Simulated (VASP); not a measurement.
# WC (Fm-3m) in VASP: further runs

WC is run at these levels: LDA, PBEsol, PBEsol+D3(BJ), PBEsol+U; tasks: single point.

Program: VASP 6.6.1. These are calculated values, not measurements. Logs are shortened: lines on timing, memory, paths and dates and some standing lists are left out, and cuts for length are marked.

**1. The cell of the first run**

It takes space group Fm-3m (No. 225, cubic). Conventional cell: a = 4.326 Å, b = 4.326 Å, c = 4.326 Å, α = 90.00°, β = 90.00°, γ = 90.00°. Within 2.9 Å of W (site symmetry m-3m) lie 6 C at 2.16 Å. C (site symmetry m-3m) has 6 W at 2.16 Å within 2.9 Å.

**2. Single point, LDA**

The input, INCAR:

```
SYSTEM = WC
  PREC = Accurate
  ENCUT = 910
  EDIFF = 1E-6
  ISMEAR = -1
  SIGMA = 0.05
  LREAL = .False.
  LASPH = .True.
  NELM = 120
  ALGO = Normal
  ISIF = 2
  LWAVE = .False.
  LCHARG = .False.
  GGA = CA
  NBANDS = 16
  GGA_COMPAT = .False.
```

The input, KPOINTS:

```
Automatic mesh
0
Gamma
  10 10 10
  0 0 0
```

The input, POSCAR:

```
WC
1.0
    0.0000000000      2.1630495024      2.1630495024
    2.1630495024      0.0000000000      2.1630495024
    2.1630495024      2.1630495024      0.0000000000
W C
1 1
Direct
    0.0000000000      0.0000000000      0.0000000000
    0.5000000000      0.5000000000      0.5000000000
```

Potentials or basis: VASP PAW LDA potentials, release 64 (W_sv, C_h).

Command:

```bash
$ cat potpaw_LDA.64/W_sv/POTCAR potpaw_LDA.64/C_h/POTCAR > POTCAR
$ mpirun -np 1 vasp_std > vasp.out
```

OUTCAR:

```text
SYSTEM = WC
   PREC = Accurate
   ENCUT = 910
   EDIFF = 1E-6
   ISMEAR = -1
   LREAL = .False.
   LASPH = .True.
   NELM = 120
   ISIF = 2
   GGA = CA

 ion  position               nearest neighbor table
   1  0.000  0.000  0.000-   2 2.16   2 2.16   2 2.16   2 2.16   2 2.16   2 2.16
   2  0.500  0.500  0.500-   1 2.16   1 2.16   1 2.16   1 2.16   1 2.16   1 2.16

  LATTYP: Found a face centered cubic cell.
 ALAT       =     4.3260990048

  Lattice vectors:

 A1 = (   0.0000000000,   2.1630495024,   2.1630495024)
 A2 = (   2.1630495024,   0.0000000000,   2.1630495024)
 A3 = (   2.1630495024,   2.1630495024,   0.0000000000)

Analysis of symmetry for initial positions (statically):
=====================================================================
 Subroutine PRICEL returns:
 Original cell was already a primitive cell.

 Routine SETGRP: Setting up the symmetry group for a
 face centered cubic supercell.

 Subroutine GETGRP returns: Found 48 space group operations
 (whereof 48 operations were pure point group operations)
 out of a pool of 48 trial point group operations.

The static configuration has the point symmetry O_h .

Analysis of symmetry for dynamics (positions and initial velocities):
=====================================================================
 Subroutine PRICEL returns:
 Original cell was already a primitive cell.

 Routine SETGRP: Setting up the symmetry group for a
 face centered cubic supercell.

 Subroutine GETGRP returns: Found 48 space group operations
 (whereof 48 operations were pure point group operations)
 out of a pool of 48 trial point group operations.

The dynamic configuration has the point symmetry O_h .

 Subroutine INISYM returns: Found 48 space group operations
 (whereof 48 operations are pure point group operations),
 and found     1 'primitive' translations

----------------------------------------------------------------------------------------

                                     Primitive cell

  volume of cell :      20.2409

  direct lattice vectors                    reciprocal lattice vectors
     0.000000000  2.163049502  2.163049502    -0.231155135  0.231155135  0.231155135
     2.163049502  0.000000000  2.163049502     0.231155135 -0.231155135  0.231155135
     2.163049502  2.163049502  0.000000000     0.231155135  0.231155135 -0.231155135

  length of vectors
     3.059013942  3.059013942  3.059013942     0.400372438  0.400372438  0.400372438

  position of ions in fractional coordinates (direct lattice)
     0.000000000  0.000000000  0.000000000
     0.500000000  0.500000000  0.500000000

  ion indices of the primitive-cell ions
   primitive index   ion index
                 1           1
                 2           2

----------------------------------------------------------------------------------------

 KPOINTS: Automatic mesh

Automatic generation of k-mesh.
 Grid dimensions read from file:
 generate k-points for:   10   10   10

 Generating k-lattice:

  Cartesian coordinates                     Fractional coordinates (reciprocal lattice)
    -0.023115514  0.023115514  0.023115514     0.100000000  0.000000000  0.000000000
     0.023115514 -0.023115514  0.023115514     0.000000000  0.100000000  0.000000000
     0.023115514  0.023115514 -0.023115514     0.000000000  0.000000000  0.100000000

  Length of vectors
     0.040037244  0.040037244  0.040037244

  Shift w.r.t. Gamma in fractional coordinates (k-lattice)
     0.000000000  0.000000000  0.000000000

 Subroutine IBZKPT returns following result:
 ===========================================

 Found     47 irreducible k-points:

 Following reciprocal coordinates:
            Coordinates               Weight
  0.000000  0.000000  0.000000      1.000000
  0.100000  0.000000  0.000000      8.000000
  0.200000  0.000000  0.000000      8.000000
  0.300000  0.000000  0.000000      8.000000
  0.400000  0.000000  0.000000      8.000000
  0.500000  0.000000  0.000000      4.000000
[... 16 lines left out ...]
  0.300000  0.300000  0.000000      6.000000
  0.400000  0.300000  0.000000     24.000000
 [... further k-points ...]
   k-points           NKPTS =     47   k-points in BZ     NKDIM =     47   number of bands    NBANDS=     16
   number of dos      NEDOS =    301   number of ions     NIONS =      2
   total plane-waves  NPLWV =  27000
   dimension x,y,z NGX =    30 NGY =   30 NGZ =   30
   dimension x,y,z NGXF=    60 NGYF=   60 NGZF=   60
   ions per type =               1   1
   NGX,Y,Z   is equivalent  to a cutoff of  16.30, 16.30, 16.30 a.u.
   NGXF,Y,Z  is equivalent  to a cutoff of  32.61, 32.61, 32.61 a.u.
 SYSTEM =  WC
   PREC   = accura    normal or accurate (medium, high low for compatibility)
   ISTART =      0    job   : 0-new  1-cont  2-samecut
   ICHARG =      2    charge: 1-file 2-atom 10-const
   ISPIN  =      1    spin polarized calculation?
   LNONCOLLINEAR =      F non collinear calculations
   LSORBIT =      F    spin-orbit coupling
   LASPH  =      T    aspherical Exc in radial PAW
   ENCUT  =  910.0 eV  66.88 Ry    8.18 a.u.   7.52  7.52  7.52*2*pi/ulx,y,z
   NELM   =    120;   NELMIN=  2; NELMDL= -5     # of ELM steps
   EDIFF  = 0.1E-05   stopping-criterion for ELM
   LREAL  =      F    real-space projection
   EDIFFG = 0.1E-04   stopping-criterion for IOM
   NSW    =      0    number of steps for IOM
   IBRION =     -1    ionic relax: 0-MD 1-quasi-New 2-CG
   NFREE  =      0    steps in history (QN), initial steepest desc. (CG)
   ISIF   =      2    stress and relaxation
   ISYM   =      2    0-nonsym 1-usesym 2-fastsym
   POTIM  = 0.5000    time-step for ionic-motion
   TEBEG  =    0.0;   TEEND  =   0.0 temperature during run
   PSTRESS=    0.0 pullay stress
   NELECT =      18.0000    total number of electrons
   NUPDOWN=      -1.0000    fix difference up-down
   EMIN   =  10.00;   EMAX   =-10.00  energy-range for DOS
   EFERMI =   0.00;   METHOD = LEGACY
   ISMEAR =    -1;   SIGMA  =   0.05  broadening in eV -4-tet -1-fermi 0-gaus
   EFERMI_NEDOS =   21; number of points for ismear=-14 and -15
   IALGO  =     38    algorithm
   IMIX   =      4    mixing-type and parameters
     AMIX     =   0.40;   BMIX     =  1.00
     AMIX_MAG =   1.60;   BMIX_MAG =  1.00
  volume/ion in A,a.u.               =      10.12        68.30
  Fermi-wavevector in a.u.,A,eV,Ry     =   1.574306  2.975007 33.721224  2.478440
  Thomas-Fermi vector in A             =   2.675460
   LORBIT       =      0    0 simple, 1 ext, 2 COOP (PROOUT), +10 PAW based schemes
   GGA     = CA    functional components
   LHFCALC =     F    Hartree Fock is set to
   AEXX    =    0.0000 exact exchange contribution
   IVDW    =     0    specifies the selected vdW correction
   LEPSILON=     F    determine dielectric tensor
   LRPA    =     F    only Hartree local field effects (RPA)
 non-spin polarized calculation
  energy-cutoff  :      910.00
  volume of cell :       20.24
 maximum number of plane-waves:      1295
   NGX = 15   NGY = 15   NGZ = 15

 number of electron      18.0000001 magnetization

 Free energy of the ion-electron system (eV)
  ---------------------------------------------------
  ext. energy  EPLUGINS =         0.00000000
  ---------------------------------------------------
  free energy    TOTEN  =       -23.83397327 eV

  energy without entropy =      -23.82789038  energy(sigma->0) =      -23.83093182

 E-fermi :  13.2908     XC(G=0): -14.1621

 val. band max:       13.1938230255   @ k =   0.3000   0.2000   0.1000
 cond. band min:      13.3188487879   @ k =  -0.1000   0.1000   0.0000
 fundamental gap:      0.1250257624
 Fermi energy:        13.2908094588

 k-point     1 :       0.0000    0.0000    0.0000
  band No.  band energies     occupation
      1     -61.6878      2.00000
      2     -25.9355      2.00000
      3     -25.9355      2.00000
      4     -25.9355      2.00000
      5      -2.7287      2.00000
      6      10.3321      2.00000
[... 8 lines left out ...]
     15      22.9295      0.00000
     16      37.3620      0.00000

 k-point     2 :       0.1000    0.0000    0.0000
  band No.  band energies     occupation
      1     -61.6833      2.00000
      2     -26.0054      2.00000
      3     -25.9429      2.00000
      4     -25.9429      2.00000
      5      -2.4317      2.00000
      6       9.4166      2.00000
[... 8 lines left out ...]
     15      23.6153      0.00000
     16      34.6247      0.00000

 k-point     3 :       0.2000    0.0000    0.0000
  band No.  band energies     occupation
      1     -61.6716      2.00000
      2     -26.1848      2.00000
      3     -25.9620      2.00000
      4     -25.9620      2.00000
      5      -1.5960      2.00000
      6       7.7527      2.00000
[... 8 lines left out ...]
     15      25.1717      0.00000
     16      31.5680      0.00000

 k-point     4 :       0.3000    0.0000    0.0000
  band No.  band energies     occupation
      1     -61.6572      2.00000
      2     -26.3996      2.00000
      3     -25.9855      2.00000
      4     -25.9855      2.00000
      5      -0.3675      2.00000
      6       6.0122      2.00000
[... 8 lines left out ...]
     15      26.2125      0.00000
     16      29.2242      0.00000

 k-point     5 :       0.4000    0.0000    0.0000
  band No.  band energies     occupation
      1     -61.6454      2.00000
      2     -26.5683      2.00000
      3     -26.0044      2.00000
      4     -26.0044      2.00000
      5       1.0642      2.00000
      6       4.3628      2.00000
[... 8 lines left out ...]
     15      26.5338      0.00000
     16      26.5338      0.00000

 k-point     6 :       0.5000    0.0000    0.0000
  band No.  band energies     occupation
      1     -61.6409      2.00000
      2     -26.6316      2.00000
      3     -26.0117      2.00000
      4     -26.0117      2.00000
      5       2.2259      2.00000
      6       3.1493      2.00000
[... 8 lines left out ...]
     15      25.3268      0.00000
     16      25.3268      0.00000

 k-point     7 :       0.1000    0.1000    0.0000
  band No.  band energies     occupation
      1     -61.6818      2.00000
      2     -26.0005      2.00000
      3     -25.9594      2.00000
      4     -25.9594      2.00000
      5      -2.3404      2.00000
      6       9.0598      2.00000
[... 8 lines left out ...]
     15      23.8459      0.00000
     16      34.5014      0.00000

 k-point     8 :       0.2000    0.1000    0.0000
  band No.  band energies     occupation
      1     -61.6726      2.00000
      2     -26.1337      2.00000
      3     -25.9859      2.00000
      4     -25.9726      2.00000
      5      -1.7099      2.00000
      6       7.5910      2.00000
[... 8 lines left out ...]
     15      25.1655      0.00000
     16      31.4111      0.00000

 k-point     9 :       0.3000    0.1000    0.0000
  band No.  band energies     occupation
      1     -61.6590      2.00000
      2     -26.3308      2.00000
      3     -26.0123      2.00000
      4     -25.9958      2.00000
      5      -0.6636      2.00000
      6       6.1896      2.00000
[... 8 lines left out ...]
     15      26.2166      0.00000
     16      29.2636      0.00000
[... 172 lines left out ...]
 k-point    19 :       0.5000    0.2000    0.0000
  band No.  band energies     occupation
      1     -61.6356      2.00000
      2     -26.5331      2.00000
      3     -26.1518      2.00000
      4     -26.0714      2.00000
      5       0.9781      2.00000
      6       4.6692      2.00000
[... 8 lines left out ...]
     15      24.9157      0.00000
     16      27.6074      0.00000

 k-point    20 :      -0.4000    0.2000    0.0000
  band No.  band energies     occupation
      1     -61.6346      2.00000
      2     -26.5366      2.00000
      3     -26.1889      2.00000
      4     -26.0479      2.00000
      5       1.3715      2.00000
      6       4.2527      2.00000
[... 8 lines left out ...]
     15      25.8886      0.00000
     16      26.7405      0.00000

 k-point    21 :      -0.3000    0.2000    0.0000
  band No.  band energies     occupation
      1     -61.6410      2.00000
      2     -26.4648      2.00000
      3     -26.1855      2.00000
      4     -26.0125      2.00000
      5       0.8883      2.00000
      6       4.6713      2.00000
[... 8 lines left out ...]
     15      26.0689      0.00000
     16      26.8445      0.00000

 k-point    22 :      -0.2000    0.2000    0.0000
  band No.  band energies     occupation
      1     -61.6521      2.00000
      2     -26.3613      2.00000
      3     -26.1243      2.00000
      4     -25.9785      2.00000
      5      -0.0961      2.00000
      6       5.7171      2.00000
[... 8 lines left out ...]
     15      26.3754      0.00000
     16      27.0970      0.00000

 k-point    23 :       0.3000    0.3000    0.0000
  band No.  band energies     occupation
      1     -61.6469      2.00000
      2     -26.3580      2.00000
      3     -26.0980      2.00000
      4     -26.0980      2.00000
      5      -0.5035      2.00000
      6       5.8602      2.00000
[... 8 lines left out ...]
     15      26.3012      0.00000
     16      29.1353      0.00000

 k-point    24 :       0.4000    0.3000    0.0000
  band No.  band energies     occupation
      1     -61.6376      2.00000
      2     -26.4479      2.00000
      3     -26.1456      2.00000
      4     -26.1243      2.00000
      5      -0.1996      2.00000
      6       6.0333      2.00000
[... 8 lines left out ...]
     15      25.3077      0.00000
     16      29.1342      0.00000

 [... further k-points ...]
[... 5 lines left out ...]
  --------------------------------------------------------------------------------------
  -------------------------------------------------------------------------------------
  Total        0.1406073      0.1406073      0.1406073     -0.0000000     -0.0000000      0.0000000
  in kB       11.1298415     11.1298415     11.1298415     -0.0000000     -0.0000000      0.0000000
  external PRESSURE =      11.1298415 kB  Pullay stress =       0.0000000 kB

 VOLUME and BASIS-vectors are now :
 -----------------------------------------------------------------------------
  energy-cutoff  :      910.00
  volume of cell :       20.24
      direct lattice vectors                 reciprocal lattice vectors
     0.000000000  2.163049502  2.163049502    -0.231155135  0.231155135  0.231155135
     2.163049502  0.000000000  2.163049502     0.231155135 -0.231155135  0.231155135
     2.163049502  2.163049502  0.000000000     0.231155135  0.231155135 -0.231155135

 POSITION                                       TOTAL-FORCE (eV/Angst)
 -----------------------------------------------------------------------------------
      0.00000      0.00000      0.00000         0.000000     -0.000000     -0.000000
      2.16305      2.16305      2.16305        -0.000000      0.000000      0.000000
 -----------------------------------------------------------------------------------
    total drift:                               -0.000000      0.000000      0.000000

  FREE ENERGIE OF THE ION-ELECTRON SYSTEM (eV)
  ---------------------------------------------------
  free  energy   TOTEN  =       -23.8339732675 eV

  energy  without entropy=      -23.8278903780  energy(sigma->0) =      -23.83093182
```

Wall time 28 s (1 thread of Intel Xeon Platinum 8488C (Sapphire Rapids), shared host); peak memory 0.18 GiB.

Results:

```
Free energy            : -23.8340 eV
Pressure               : 1.1 GPa
Band gap on the k mesh : zero (band 9 reaches 14.35 eV, above the bottom of band 10 at 10.99 eV)
```

Caveat: the cutoff is under 1.25 times the usual one of these potentials, so pressure, stress and relaxed cells hold a basis-set (Pulay) error; spin-orbit coupling is left out, which moves the levels of the heavy elements.

(Continued in part 2 of 2.)
